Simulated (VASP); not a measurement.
# AlAs (F-43m) in VASP: a series of runs

The runs below take AlAs through relaxation of cell and atoms, single point, with HSE06, PBE, LDA, PBEsol.

Program: VASP 6.6.1. These are calculated values, not measurements. Logs are shortened: lines on timing, memory, paths and dates and some standing lists are left out, and cuts for length are marked.

## 1. The cell of the first run

The structure is cubic, space group F-43m (No. 216). Conventional cell: a = 5.678 Å, b = 5.678 Å, c = 5.678 Å, α = 90.00°, β = 90.00°, γ = 90.00°. Al (site symmetry -43m) has 4 As at 2.46 Å within 3.2 Å. As (site symmetry -43m) has 4 Al at 2.46 Å within 3.2 Å.

## 2. Relaxation of cell and atoms, HSE06

POSCAR reads:

```
AlAs
1.0
    0.0000000000      2.8389251756      2.8389251756
    2.8389251756      0.0000000000      2.8389251756
    2.8389251756      2.8389251756      0.0000000000
Al As
1 1
Direct
    0.0000000000      0.0000000000      0.0000000000
    0.2500000000      0.2500000000      0.2500000000
```

INCAR.step1 reads:

```
PREC = Accurate ; ENCUT = 500
EDIFF = 1E-5 ; ISMEAR = -1
SIGMA = 0.02 ; LREAL = False
LASPH = True ; NELM = 120
ALGO = Normal ; LWAVE = True
LCHARG = False ; GGA = PE
NBANDS = 11 ; GGA_COMPAT = False
IBRION = 2 ; ISIF = 3
EDIFFG = -0.005 ; NELMIN = 4
NSW = 100
```

INCAR.step2 reads:

```
PREC = Accurate ; ENCUT = 500
EDIFF = 1E-7 ; ISMEAR = -1
SIGMA = 0.02 ; LREAL = False
LASPH = True ; NELM = 120
ALGO = Normal ; ISIF = 3
LWAVE = False ; LCHARG = False
GGA = PE ; LHFCALC = True
HFSCREEN = 0.2079 ; PRECFOCK = Normal
IBRION = 2 ; NSW = 80
EDIFFG = -0.005 ; ISTART = 1
GGA_COMPAT = False ; NELMIN = 4
```

KPOINTS reads:

```
Automatic mesh
0
Gamma
  6 6 6
```

Potentials or basis: VASP PAW PBE potentials, release 64 (Al, As).

Run with:

```console
$ cat potpaw_PBE.64/Al/POTCAR potpaw_PBE.64/As/POTCAR > POTCAR
$ cp INCAR.step1 INCAR
$ mpirun -np 1 vasp_std > vasp.out
$ cp INCAR.step2 INCAR
$ mpirun -np 1 vasp_std > vasp.out
```

OUTCAR:

```text
PREC = Accurate
   ENCUT = 500
   EDIFF = 1E-7
   ISMEAR = -1
   LREAL = False
   LASPH = True
   NELM = 120
   ISIF = 3
   GGA = PE
   LHFCALC = True
   HFSCREEN = 0.2079
   PRECFOCK = Normal
   IBRION = 2
   NSW = 80
   EDIFFG = -0.005
   ISTART = 1
   NELMIN = 4

 ion  position               nearest neighbor table
   1  0.000  0.000  0.000-   2 2.46   2 2.46   2 2.46   2 2.46
   2  0.250  0.250  0.250-   1 2.46   1 2.46   1 2.46   1 2.46

  LATTYP: Found a face centered cubic cell.
 ALAT       =     5.6778503512

  Lattice vectors:

 A1 = (   0.0000000000,   2.8389251756,   2.8389251756)
 A2 = (   2.8389251756,   0.0000000000,   2.8389251756)
 A3 = (   2.8389251756,   2.8389251756,   0.0000000000)

Analysis of symmetry for initial positions (statically):
=====================================================================
 Subroutine PRICEL returns:
 Original cell was already a primitive cell.

 Routine SETGRP: Setting up the symmetry group for a
 face centered cubic supercell.

 Subroutine GETGRP returns: Found 24 space group operations
 (whereof 24 operations were pure point group operations)
 out of a pool of 48 trial point group operations.

The static configuration has the point symmetry T_d .

Analysis of symmetry for dynamics (positions and initial velocities):
=====================================================================
 Subroutine PRICEL returns:
 Original cell was already a primitive cell.

 Routine SETGRP: Setting up the symmetry group for a
 face centered cubic supercell.

 Subroutine GETGRP returns: Found 24 space group operations
 (whereof 24 operations were pure point group operations)
 out of a pool of 48 trial point group operations.

The dynamic configuration has the point symmetry T_d .

 Subroutine INISYM returns: Found 24 space group operations
 (whereof 24 operations are pure point group operations),
 and found     1 'primitive' translations

----------------------------------------------------------------------------------------

                                     Primitive cell

  volume of cell :      45.7606

  direct lattice vectors                    reciprocal lattice vectors
     0.000000000  2.838925176  2.838925176    -0.176122993  0.176122993  0.176122993
     2.838925176  0.000000000  2.838925176     0.176122993 -0.176122993  0.176122993
     2.838925176  2.838925176  0.000000000     0.176122993  0.176122993 -0.176122993

  length of vectors
     4.014846486  4.014846486  4.014846486     0.305053973  0.305053973  0.305053973

  position of ions in fractional coordinates (direct lattice)
     0.000000000  0.000000000  0.000000000
     0.250000000  0.250000000  0.250000000

  ion indices of the primitive-cell ions
   primitive index   ion index
                 1           1
                 2           2

----------------------------------------------------------------------------------------

 KPOINTS: Automatic mesh

Automatic generation of k-mesh.
 Grid dimensions read from file:
 generate k-points for:    6    6    6

 Generating k-lattice:

  Cartesian coordinates                     Fractional coordinates (reciprocal lattice)
[... 56 lines left out ...]
   NFREE  =      1    steps in history (QN), initial steepest desc. (CG)
   ISIF   =      3    stress and relaxation
   ISYM   =      3    0-nonsym 1-usesym 2-fastsym
   POTIM  = 0.5000    time-step for ionic-motion
   TEBEG  =    0.0;   TEEND  =   0.0 temperature during run
   PSTRESS=    0.0 pullay stress
   NELECT =       8.0000    total number of electrons
   NUPDOWN=      -1.0000    fix difference up-down
   EMIN   =  10.00;   EMAX   =-10.00  energy-range for DOS
   EFERMI =   0.00;   METHOD = LEGACY
   ISMEAR =    -1;   SIGMA  =   0.02  broadening in eV -4-tet -1-fermi 0-gaus
   EFERMI_NEDOS =   21; number of points for ismear=-14 and -15
   IALGO  =     38    algorithm
   IMIX   =      1    mixing-type and parameters
     AMIX     =   0.40;   BMIX     =  1.00
     AMIX_MAG =   1.60;   BMIX_MAG =  1.00
  volume/ion in A,a.u.               =      22.88       154.40
  Fermi-wavevector in a.u.,A,eV,Ry     =   0.915393  1.729842 11.400923  0.837944
  Thomas-Fermi vector in A             =   2.040129
   LORBIT       =      0    0 simple, 1 ext, 2 COOP (PROOUT), +10 PAW based schemes
   GGA     = PE    functional components
   LHFCALC =     T    Hartree Fock is set to
   PRECFOCK=normal    Normal, Fast or Accurate (Low or Medium for compatibility)
   ENCUT4O =  -1.0   cutoff for four orbital integrals eV
   NKREDX  =     1    reduce k-point grid by
   NKREDY  =     1    reduce k-point grid by
   NKREDZ  =     1    reduce k-point grid by
   AEXX    =    0.2500 exact exchange contribution
   HFSCREEN=    0.2079 screening length (either q_TF or 0.3 A-1)
   HFSCREENC=   0.2079 screening length for correlation (either q_TF or 0.3 A-1)
   ENCUTFOCK=  -1.0 apply spherical cutoff to Coloumb kernel
   IVDW    =     0    specifies the selected vdW correction
   LEPSILON=     F    determine dielectric tensor
   LRPA    =     F    only Hartree local field effects (RPA)
 conjugate gradient relaxation of ions
 non-spin polarized calculation
  energy-cutoff  :      500.00
  volume of cell :       45.76
 maximum number of plane-waves:      1211
 NGX is ok and might be reduce to    30
  NGX = 24; NGY = 24; NGZ = 24

--------------------------------------- Ionic step        1  -------------------------------------------

 number of electron       8.0000000 magnetization

 Free energy of the ion-electron system (eV)
  ---------------------------------------------------
  ext. energy  EPLUGINS =         0.00000000
  ---------------------------------------------------
  free energy    TOTEN  =       -10.96516382 eV

  energy without entropy =      -10.96516382  energy(sigma->0) =      -10.96516382

------------------------ aborting loop because EDIFF is reached ----------------------------------------

  FORCE on cell =-STRESS in cart. coord.  units (eV):
  Direction    XX          YY          ZZ          XY          YZ          ZX
  --------------------------------------------------------------------------------------
  -------------------------------------------------------------------------------------
  Total       -0.0107989     -0.0107989     -0.0107989      0.0000000      0.0000000      0.0000000
  in kB       -0.3780923     -0.3780923     -0.3780923      0.0000000      0.0000000      0.0000000
  external PRESSURE =      -0.3780923 kB  Pullay stress =       0.0000000 kB

 VOLUME and BASIS-vectors are now :
 -----------------------------------------------------------------------------
  energy-cutoff  :      500.00
  volume of cell :       45.76
      direct lattice vectors                 reciprocal lattice vectors
     0.000000000  2.838925176  2.838925176    -0.176122993  0.176122993  0.176122993
     2.838925176  0.000000000  2.838925176     0.176122993 -0.176122993  0.176122993
     2.838925176  2.838925176  0.000000000     0.176122993  0.176122993 -0.176122993

 POSITION                                       TOTAL-FORCE (eV/Angst)
 -----------------------------------------------------------------------------------
      0.00000      0.00000      0.00000        -0.000000     -0.000000     -0.000000
      1.41946      1.41946      1.41946         0.000000      0.000000      0.000000
 -----------------------------------------------------------------------------------
    total drift:                                0.000000     -0.000000      0.000000

  FREE ENERGIE OF THE ION-ELECTRON SYSTEM (eV)
  ---------------------------------------------------
  free  energy   TOTEN  =       -10.9651638163 eV

  energy  without entropy=      -10.9651638163  energy(sigma->0) =      -10.96516382

--------------------------------------- Ionic step        2  -------------------------------------------

 number of electron       8.0000000 magnetization

 Free energy of the ion-electron system (eV)
  ---------------------------------------------------
  ext. energy  EPLUGINS =         0.00000000
  ---------------------------------------------------
  free energy    TOTEN  =       -10.96516556 eV

  energy without entropy =      -10.96516556  energy(sigma->0) =      -10.96516556

 E-fermi :   3.8129     XC(G=0):  -7.5265

 val. band max:        3.3614274699   @ k =   0.0000   0.0000   0.0000
 cond. band min:       5.4629503302   @ k =   0.5000   0.5000   0.0000
 fundamental gap:      2.1015228603
 Fermi energy:         3.8128611002

 k-point     1 :       0.0000    0.0000    0.0000
  band No.  band energies     occupation
      1      -9.6704      2.00000
      2       3.3614      2.00000
      3       3.3614      2.00000
      4       3.3614      2.00000
      5       6.2203      0.00000
      6       8.4927      0.00000
      7       8.4927      0.00000
      8       8.4927      0.00000
[... 155 lines left out ...]
 k-point    16 :      -0.3333    0.5000    0.1667
  band No.  band energies     occupation
      1      -7.4437      2.00000
      2      -2.3216      2.00000
      3       0.2010      2.00000
      4       0.4861      2.00000
      5       7.2712      0.00000
      6       8.2747      0.00000
      7      11.5157      0.00000
      8      12.2066      0.00000

------------------------ aborting loop because EDIFF is reached ----------------------------------------

  FORCE on cell =-STRESS in cart. coord.  units (eV):
  Direction    XX          YY          ZZ          XY          YZ          ZX
  --------------------------------------------------------------------------------------
  -------------------------------------------------------------------------------------
  Total        0.0063299      0.0063299      0.0063299     -0.0000000      0.0000000     -0.0000000
  in kB        0.2217963      0.2217963      0.2217963     -0.0000000      0.0000000     -0.0000000
  external PRESSURE =       0.2217963 kB  Pullay stress =       0.0000000 kB

 VOLUME and BASIS-vectors are now :
 -----------------------------------------------------------------------------
  energy-cutoff  :      500.00
  volume of cell :       45.72
      direct lattice vectors                 reciprocal lattice vectors
     0.000000000  2.838185682  2.838185682    -0.176168883  0.176168883  0.176168883
     2.838185682  0.000000000  2.838185682     0.176168883 -0.176168883  0.176168883
     2.838185682  2.838185682  0.000000000     0.176168883  0.176168883 -0.176168883

 POSITION                                       TOTAL-FORCE (eV/Angst)
 -----------------------------------------------------------------------------------
      5.67637      5.67637      5.67637         0.000000      0.000000      0.000000
      1.41909      1.41909      1.41909        -0.000000     -0.000000     -0.000000
 -----------------------------------------------------------------------------------
    total drift:                               -0.000000      0.000000      0.000000

  FREE ENERGIE OF THE ION-ELECTRON SYSTEM (eV)
  ---------------------------------------------------
  free  energy   TOTEN  =       -10.9651655642 eV

  energy  without entropy=      -10.9651655642  energy(sigma->0) =      -10.96516556

 reached required accuracy - stopping structural energy minimisation
```

It took 15 min on 1 thread of Intel Xeon Platinum 8488C (Sapphire Rapids), shared host; peak memory 0.29 GiB.

Results:

| Item | Value |
| --- | --- |
| Free energy | -10.9652 eV |
| Relaxed volume | 22.86 Å³/atom |
| Relaxed cell | a = 4.014 Å, b = 4.014 Å, c = 4.014 Å, α = 60.00°, β = 60.00°, γ = 60.00° |
| Space group after relaxing (to 0.1 Å) | F-43m (No. 216) |
| Energy gained by relaxing | 0.0 meV/atom |
| Ionic steps | 2 |
| Pressure after relaxing | 0.0 GPa |
| Band gap on the k mesh | 2.10 eV (least direct gap 2.86 eV) |

Final structure:
```
CELL_PARAMETERS angstrom
0.00000 2.83819 2.83819
2.83819 0.00000 2.83819
2.83819 2.83819 0.00000
ATOMIC_POSITIONS crystal
Al 0.00000 0.00000 0.00000
As 0.25000 0.25000 0.25000
```

Caveat: the PAW data sets were made with another functional, which shifts forces and pressure a little.

(Part 1 of 2 ends here.)
